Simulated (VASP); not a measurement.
The system is TiN.

```
Ti N
1.0
     0.00000    2.15127    2.15127
     2.15127    0.00000    2.15127
     2.15127    2.15127    0.00000
Ti N
1 1
Cartesian
  0.0000 0.0000 0.0000
  2.1513 2.1513 2.1513
```

Base run:

```yaml
Program: VASP 6.6.1
Functional: PBE
Potentials_or_basis: VASP PAW PBE potentials, release 64 (Ti_sv, N)
Cutoff: 520 eV
k_mesh: 20 × 20 × 20
Occupations: gaussian, width 0.15 eV
Spin: collinear spin
Starting_moments: "[0.125, 0.0] μB"
Fixed_moment: 0.125 μB
```

Its results: pressure -9.4 GPa; site moments Ti +0.10; N +0.00 μB.

The run is repeated on the same cell with these changes: fixed moment from 0.125 μB to 0.375 μB; moments at the start from [0.12, 0.0] to [0.38, 0.0]. What comes out?

Pressure -8.5 GPa; site moments Ti +0.29; N +0.01 μB.

Caveats: the cell stands under tension; the total moment is fixed, so each spin has its own Fermi level and the state may be an excited one.
